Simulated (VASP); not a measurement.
Runs of VASP 6.6.1 on Ge. The structure is that of space group Fmmm (No. 69), or close to it. The cells are those of the table. 

| cell | gap on the mesh (eV) | pressure (GPa) | largest force (eV/Å) |
| --- | --- | --- | --- |
| a = 5.873, b = 5.752, c = 3.905 Å, angles 72.1, 68.7, 39.2°, 4 atoms | none | 0.0 | 0.01 |
| a = 5.668, b = 5.572, c = 3.767 Å, angles 71.7, 69.0, 39.1°, 4 atoms | none | 9.0 | (c) |
| a = 5.886, b = 5.768, c = 3.959 Å, angles 71.8, 68.5, 39.7°, 4 atoms | none | (b) | 0.09 |
| a = 5.626, b = 5.608, c = 3.785 Å, angles 70.6, 70.0, 39.4°, 4 atoms | none | (a) | 0.49 |

Alike in all rows: task single point; level PBE; potentials or basis VASP PAW PBE potentials, release 64 (Ge_d); no spin polarisation; k mesh 12 × 12 × 12; cutoff (eV) 520; smearing gaussian 0.1 eV.

Q: Fill in the values left out.

A: (a) 9.1; (b) -1.9; (c) 0.29.

A k mesh can miss the band edges, and the runs leave out spin-orbit coupling on Ge.

A gap of «none» marks levels without a gap at the run's occupations.
